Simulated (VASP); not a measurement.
# C (Pm-3m) in VASP: further runs

The runs below take C through relaxation of cell and atoms, with LDA.

Everything below comes from runs of VASP 6.6.1. Logs are shortened: lines on timing, memory, paths and dates and some standing lists are left out, and cuts for length are marked.

## 1. The cell of the first run

Symmetry: Pm-3m, No. 221, cubic system. Conventional cell: a = 1.950 Å, b = 1.950 Å, c = 1.950 Å, α = 90.00°, β = 90.00°, γ = 90.00°. Within 2.6 Å of C (site symmetry m-3m) lie 6 C at 1.95 Å.

## 2. Relaxation of cell and atoms, LDA, target pressure 10 GPa, at which the enthalpy is minimised

File INCAR:

```
PREC = Accurate
ENCUT = 600
EDIFF = 1E-6
ISMEAR = -1
SIGMA = 0.1
LREAL = False
LASPH = True
NELM = 100
ALGO = Normal
ISIF = 3
LWAVE = False
LCHARG = False
IBRION = 2
NSW = 80
EDIFFG = -0.02
PSTRESS = 100.0
```

File KPOINTS:

```
regular mesh
0
Gamma
  9 9 9
```

File POSCAR:

```
C
1.0
    1.9500000000      0.0000000000      0.0000000000
    0.0000000000      1.9500000000      0.0000000000
    0.0000000000      0.0000000000      1.9500000000
C
1
Direct
    0.0000000000      0.0000000000      0.0000000000
```

Potentials or basis: VASP PAW LDA potentials, release 64 (C).

Run with:

```console
> cat potpaw_LDA.64/C/POTCAR > POTCAR
> mpirun -np 1 vasp_std > vasp.out
```

OUTCAR:

```text
PREC = Accurate
   ENCUT = 600
   EDIFF = 1E-6
   ISMEAR = -1
   LREAL = False
   LASPH = True
   NELM = 100
   ISIF = 3
   IBRION = 2
   NSW = 80
   EDIFFG = -0.02
   PSTRESS = 100.0

 ion  position               nearest neighbor table
   1  0.000  0.000  0.000-

  LATTYP: Found a simple cubic cell.
 ALAT       =     1.9500000000

  Lattice vectors:

 A1 = (   1.9500000000,   0.0000000000,   0.0000000000)
 A2 = (   0.0000000000,   1.9500000000,   0.0000000000)
 A3 = (   0.0000000000,   0.0000000000,   1.9500000000)

Analysis of symmetry for initial positions (statically):
=====================================================================
 Subroutine PRICEL returns:
 Original cell was already a primitive cell.

 Routine SETGRP: Setting up the symmetry group for a
 simple cubic supercell.

 Subroutine GETGRP returns: Found 48 space group operations
 (whereof 48 operations were pure point group operations)
 out of a pool of 48 trial point group operations.

The static configuration has the point symmetry O_h .

Analysis of symmetry for dynamics (positions and initial velocities):
=====================================================================
 Subroutine PRICEL returns:
 Original cell was already a primitive cell.

 Routine SETGRP: Setting up the symmetry group for a
 simple cubic supercell.

 Subroutine GETGRP returns: Found 48 space group operations
 (whereof 48 operations were pure point group operations)
 out of a pool of 48 trial point group operations.

The dynamic configuration has the point symmetry O_h .

 Subroutine INISYM returns: Found 48 space group operations
 (whereof 48 operations are pure point group operations),
 and found     1 'primitive' translations

----------------------------------------------------------------------------------------

                                     Primitive cell

  volume of cell :       7.4149

  direct lattice vectors                    reciprocal lattice vectors
     1.950000000  0.000000000  0.000000000     0.512820513  0.000000000  0.000000000
     0.000000000  1.950000000  0.000000000     0.000000000  0.512820513  0.000000000
     0.000000000  0.000000000  1.950000000     0.000000000  0.000000000  0.512820513

  length of vectors
     1.950000000  1.950000000  1.950000000     0.512820513  0.512820513  0.512820513

  position of ions in fractional coordinates (direct lattice)
     0.000000000  0.000000000  0.000000000

  ion indices of the primitive-cell ions
   primitive index   ion index
                 1           1

----------------------------------------------------------------------------------------

 KPOINTS: regular mesh

Automatic generation of k-mesh.
 Grid dimensions read from file:
 generate k-points for:    9    9    9

 Generating k-lattice:

  Cartesian coordinates                     Fractional coordinates (reciprocal lattice)
     0.056980057  0.000000000  0.000000000     0.111111111  0.000000000  0.000000000
     0.000000000  0.056980057  0.000000000     0.000000000  0.111111111  0.000000000
     0.000000000  0.000000000  0.056980057     0.000000000  0.000000000  0.111111111

  Length of vectors
     0.056980057  0.056980057  0.056980057

  Shift w.r.t. Gamma in fractional coordinates (k-lattice)
     0.000000000  0.000000000  0.000000000

 Subroutine IBZKPT returns following result:
 ===========================================

 Found     35 irreducible k-points:

 Following reciprocal coordinates:
            Coordinates               Weight
  0.000000  0.000000  0.000000      1.000000
  0.111111  0.000000  0.000000      6.000000
  0.222222  0.000000  0.000000      6.000000
  0.333333  0.000000  0.000000      6.000000
  0.444444  0.000000  0.000000      6.000000
  0.111111  0.111111  0.000000     12.000000
[... 16 lines left out ...]
  0.333333  0.333333  0.111111     24.000000
  0.444444  0.333333  0.111111     48.000000
 [... further k-points ...]
   k-points           NKPTS =     35   k-points in BZ     NKDIM =     35   number of bands    NBANDS=      6
   number of dos      NEDOS =    301   number of ions     NIONS =      1
   total plane-waves  NPLWV =   4096
   dimension x,y,z NGX =    16 NGY =   16 NGZ =   16
   dimension x,y,z NGXF=    32 NGYF=   32 NGZF=   32
   ions per type =               1
   NGX,Y,Z   is equivalent  to a cutoff of  13.64, 13.64, 13.64 a.u.
   NGXF,Y,Z  is equivalent  to a cutoff of  27.28, 27.28, 27.28 a.u.
 SYSTEM =  unknown system
   PREC   = accura    normal or accurate (medium, high low for compatibility)
   ISTART =      0    job   : 0-new  1-cont  2-samecut
   ICHARG =      2    charge: 1-file 2-atom 10-const
   ISPIN  =      1    spin polarized calculation?
   LNONCOLLINEAR =      F non collinear calculations
   LSORBIT =      F    spin-orbit coupling
   LASPH  =      T    aspherical Exc in radial PAW
   ENCUT  =  600.0 eV  44.10 Ry    6.64 a.u.   3.89  3.89  3.89*2*pi/ulx,y,z
   NELM   =    100;   NELMIN=  2; NELMDL= -5     # of ELM steps
   EDIFF  = 0.1E-05   stopping-criterion for ELM
   LREAL  =      F    real-space projection
   EDIFFG = -.2E-01   stopping-criterion for IOM
   NSW    =     80    number of steps for IOM
   IBRION =      2    ionic relax: 0-MD 1-quasi-New 2-CG
   NFREE  =      1    steps in history (QN), initial steepest desc. (CG)
   ISIF   =      3    stress and relaxation
   ISYM   =      2    0-nonsym 1-usesym 2-fastsym
   POTIM  = 0.5000    time-step for ionic-motion
   TEBEG  =    0.0;   TEEND  =   0.0 temperature during run
   PSTRESS=  100.0 pullay stress
   NELECT =       4.0000    total number of electrons
   NUPDOWN=      -1.0000    fix difference up-down
   EMIN   =  10.00;   EMAX   =-10.00  energy-range for DOS
   EFERMI =   0.00;   METHOD = LEGACY
   ISMEAR =    -1;   SIGMA  =   0.10  broadening in eV -4-tet -1-fermi 0-gaus
   EFERMI_NEDOS =   21; number of points for ismear=-14 and -15
   IALGO  =     38    algorithm
   IMIX   =      4    mixing-type and parameters
     AMIX     =   0.40;   BMIX     =  1.00
     AMIX_MAG =   1.60;   BMIX_MAG =  1.00
  volume/ion in A,a.u.               =       7.41        50.04
  Fermi-wavevector in a.u.,A,eV,Ry     =   1.332683  2.518406 24.164548  1.776044
  Thomas-Fermi vector in A             =   2.461599
   LORBIT       =      0    0 simple, 1 ext, 2 COOP (PROOUT), +10 PAW based schemes
   GGA     = CA    functional components
   LHFCALC =     F    Hartree Fock is set to
   AEXX    =    0.0000 exact exchange contribution
   IVDW    =     0    specifies the selected vdW correction
   LEPSILON=     F    determine dielectric tensor
   LRPA    =     F    only Hartree local field effects (RPA)
 conjugate gradient relaxation of ions
 non-spin polarized calculation
  energy-cutoff  :      600.00
  volume of cell :        7.41
 maximum number of plane-waves:       265
 NGX is ok and might be reduce to    16
   NGX =  7   NGY =  7   NGZ =  7

--------------------------------------- Ionic step        1  -------------------------------------------

 number of electron       4.0000000 magnetization

 Free energy of the ion-electron system (eV)
  ---------------------------------------------------
  ext. energy  EPLUGINS =         0.00000000
  ---------------------------------------------------
  free energy    TOTEN  =        -6.99734915 eV

  energy without entropy =       -6.98059249  energy(sigma->0) =       -6.98897082

 E-fermi :   7.3477     XC(G=0): -12.6041

 val. band max:        7.3243028671   @ k =   0.3333   0.3333   0.0000
 cond. band min:       7.3674171364   @ k =   0.2222   0.0000   0.0000
 fundamental gap:      0.0431142693
 Fermi energy:         7.3477346612

 k-point     1 :       0.0000    0.0000    0.0000
  band No.  band energies     occupation
      1     -11.3049      2.00000
      2      13.9765      0.00000
      3      13.9765      0.00000
      4      13.9765      0.00000
      5      29.7498      0.00000
      6      29.7498      0.00000

 k-point     2 :       0.1111    0.0000    0.0000
  band No.  band energies     occupation
      1     -10.9056      2.00000
      2      11.7582      0.00000
      3      14.2060      0.00000
      4      14.2060      0.00000
      5      30.1956      0.00000
      6      31.1957      0.00000
[... 181 lines left out ...]
 k-point    23 :       0.3333    0.3333    0.1111
  band No.  band energies     occupation
      1      -4.0027      2.00000
      2       4.6136      2.00000
      3       7.4924      0.38108
      4      15.8872      0.00000
      5      22.5200      0.00000
      6      35.4614      0.00000

 k-point    24 :       0.4444    0.3333    0.1111
  band No.  band energies     occupation
      1      -1.6141      2.00000
      2       2.0638      2.00000
      3       7.7154      0.04937
      4      16.5188      0.00000
      5      19.8405      0.00000
      6      35.2449      0.00000

 [... further k-points ...]

------------------------ aborting loop because EDIFF is reached ----------------------------------------

  FORCE on cell =-STRESS in cart. coord.  units (eV):
  Direction    XX          YY          ZZ          XY          YZ          ZX
  --------------------------------------------------------------------------------------
  -------------------------------------------------------------------------------------
  Total       -2.8282105     -2.8282105     -2.8282105     -0.0000000      0.0000000      0.0000000
  in kB     -611.1087176   -611.1087176   -611.1087176     -0.0000000      0.0000000      0.0000000
  external PRESSURE =    -711.1087176 kB  Pullay stress =     100.0000000 kB

 VOLUME and BASIS-vectors are now :
 -----------------------------------------------------------------------------
  energy-cutoff  :      600.00
  volume of cell :        7.41
      direct lattice vectors                 reciprocal lattice vectors
     1.950000000  0.000000000  0.000000000     0.512820513  0.000000000  0.000000000
     0.000000000  1.950000000  0.000000000     0.000000000  0.512820513  0.000000000
     0.000000000  0.000000000  1.950000000     0.000000000  0.000000000  0.512820513
[... 155 lines left out ...]
  FREE ENERGIE OF THE ION-ELECTRON SYSTEM (eV)
  ---------------------------------------------------
  free  energy   TOTEN  =        -7.5155624966 eV

  energy  without entropy=       -7.5068041945  energy(sigma->0) =       -7.51118335

  enthalpy is  TOTEN    =        -7.1852147913 eV   P V=        0.3303477053

--------------------------------------- Ionic step        6  -------------------------------------------

 number of electron       4.0000000 magnetization

 Free energy of the ion-electron system (eV)
  ---------------------------------------------------
  ext. energy  EPLUGINS =         0.00000000
  ---------------------------------------------------
  free energy    TOTEN  =        -7.51454314 eV

  energy without entropy =       -7.50581315  energy(sigma->0) =       -7.51017814

 E-fermi :  12.3892     XC(G=0): -14.2140

 val. band max:       12.3482002673   @ k =   0.2222   0.0000   0.0000
 cond. band min:      12.4922216346   @ k =   0.2222   0.2222   0.1111
 fundamental gap:      0.1440213673
 Fermi energy:        12.3891940696

 k-point     1 :       0.0000    0.0000    0.0000
  band No.  band energies     occupation
      1     -11.0126      2.00000
      2      21.4650      0.00000
      3      21.4650      0.00000
      4      21.4650      0.00000
      5      38.0024      0.00000
      6      38.0024      0.00000

 k-point     2 :       0.1111    0.0000    0.0000
  band No.  band energies     occupation
      1     -10.5137      2.00000
      2      18.2448      0.00000
      3      21.8017      0.00000
      4      21.8017      0.00000
      5      38.5680      0.00000
      6      41.4743      0.00000
[... 181 lines left out ...]
 k-point    23 :       0.3333    0.3333    0.1111
  band No.  band energies     occupation
      1      -1.7908      2.00000
      2       8.2935      2.00000
      3      13.5448      0.00002
      4      24.7639      0.00000
      5      29.6612      0.00000
      6      46.2518      0.00000

 k-point    24 :       0.4444    0.3333    0.1111
  band No.  band energies     occupation
      1       1.3702      2.00000
      2       5.1697      2.00000
      3      13.8700      0.00000
      4      25.4311      0.00000
      5      26.1851      0.00000
      6      45.5477      0.00000

 [... further k-points ...]

------------------------ aborting loop because EDIFF is reached ----------------------------------------

  FORCE on cell =-STRESS in cart. coord.  units (eV):
  Direction    XX          YY          ZZ          XY          YZ          ZX
  --------------------------------------------------------------------------------------
  -------------------------------------------------------------------------------------
  Total        0.3292998      0.3292998      0.3292998      0.0000000     -0.0000000     -0.0000000
  in kB      100.0155093    100.0155093    100.0155093      0.0000000     -0.0000000     -0.0000000
  external PRESSURE =       0.0155093 kB  Pullay stress =     100.0000000 kB

 VOLUME and BASIS-vectors are now :
 -----------------------------------------------------------------------------
  energy-cutoff  :      600.00
  volume of cell :        5.28
      direct lattice vectors                 reciprocal lattice vectors
     1.740784107  0.000000000  0.000000000     0.574453774  0.000000000  0.000000000
    -0.000000000  1.740784107 -0.000000000     0.000000000  0.574453774  0.000000000
    -0.000000000  0.000000000  1.740784107     0.000000000  0.000000000  0.574453774

 POSITION                                       TOTAL-FORCE (eV/Angst)
 -----------------------------------------------------------------------------------
      0.00000      0.00000      0.00000        -0.000000      0.000000      0.000000
 -----------------------------------------------------------------------------------
    total drift:                                0.000000     -0.000000     -0.000000

  FREE ENERGIE OF THE ION-ELECTRON SYSTEM (eV)
  ---------------------------------------------------
  free  energy   TOTEN  =        -7.5145431361 eV

  energy  without entropy=       -7.5058131475  energy(sigma->0) =       -7.51017814

  enthalpy is  TOTEN    =        -7.1852943697 eV   P V=        0.3292487663

 reached required accuracy - stopping structural energy minimisation
```

It took 1.5 s on 1 thread of Intel Xeon 6975P-C (Granite Rapids), shared host; peak memory 0.1 GiB.

Results:

```yaml
Free_energy: -7.5145 eV
Relaxed_volume: 5.28 Å³/atom
Relaxed_cell: a = 1.741 Å, b = 1.741 Å, c = 1.741 Å, α = 90.00°, β = 90.00°, γ = 90.00°
Space_group_after_relaxing_to_0.05_Å: Pm-3m (No. 221)
Energy_change_on_relaxing_the_enthalpy_is_what_falls: -517.2 meV/atom
Ionic_steps: 6
Pressure_after_relaxing: 10.0 GPa
Band_gap_on_the_k_mesh: zero (band 2 reaches 21.46 eV, above the bottom of band 3 at 10.74 eV)
```

Step by step:
| step | energy change (eV) | largest force (eV/Å) | pressure (GPa) | volume (Å³) |
| --- | --- | --- | --- | --- |
| 1 | 0.0000 | 0.0000 | -61.11 | 7.41 |
| 2 | -0.2108 | 0.0000 | 118.25 | 4.41 |
| 3 | -0.5183 | 0.0000 | 8.43 | 5.29 |
| 4 | -0.5160 | 0.0000 | 11.54 | 5.26 |
| 5 | -0.5182 | 0.0000 | 8.54 | 5.29 |
| 6 | -0.5172 | 0.0000 | 10.00 | 5.28 |

Final structure:
```
CELL_PARAMETERS angstrom
1.74078 0.00000 0.00000
0.00000 1.74078 0.00000
0.00000 0.00000 1.74078
ATOMIC_POSITIONS crystal
C 0.00000 0.00000 0.00000
```

Caveat: the cell is relaxed towards a set pressure, so the enthalpy falls and the energy may rise; the volume moved by over 15 % at a fixed basis, so the end points are rough.

[end of part 1 of 2]
